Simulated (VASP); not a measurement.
Input of a VASP 6.6.1 run:

Contents of INCAR:

```
PREC = Accurate ; ENCUT = 520
EDIFF = 1E-7 ; ISMEAR = 0
SIGMA = 0.15 ; LREAL = F
LASPH = T ; NELM = 80
ALGO = Normal ; ISIF = 2
LWAVE = F ; LCHARG = F
NBANDS = 16
```

The input KPOINTS:

```
Automatic mesh
0
Gamma
  18 18 12
```

Contents of POSCAR:

```
ZrB2
1.0
    3.0479552994      0.0000000000      0.0000000000
   -1.5239776497      2.6396067189      0.0000000000
    0.0000000000      0.0000000000      3.8324989935
Zr B
1 2
Direct
    0.0000000000      0.0000000000      0.0000000000
    0.3333333333      0.6666666667      0.5000000000
    0.6666666667      0.3333333333      0.5000000000
```

Potentials or basis: VASP PAW LDA potentials, release 64 (Zr_sv, B).

The run is started by

```bash
$ cat potpaw_LDA.64/Zr_sv/POTCAR potpaw_LDA.64/B/POTCAR > POTCAR
$ mpirun -np 1 vasp_std > vasp.out
```

Q: What does it give for the band gap on the k mesh?

A: Zero (bands 9 and 10 overlap by 0.94 eV).

Q: Estimate the pressure.

A: -5.9 GPa.

Stress tensor (GPa, compression positive):
```
  6.97   0.00   0.00
  0.00   6.97   0.00
  0.00   0.00 -31.53
```

Caveat: the stress differs along the axes, from -32 to 7 GPa.
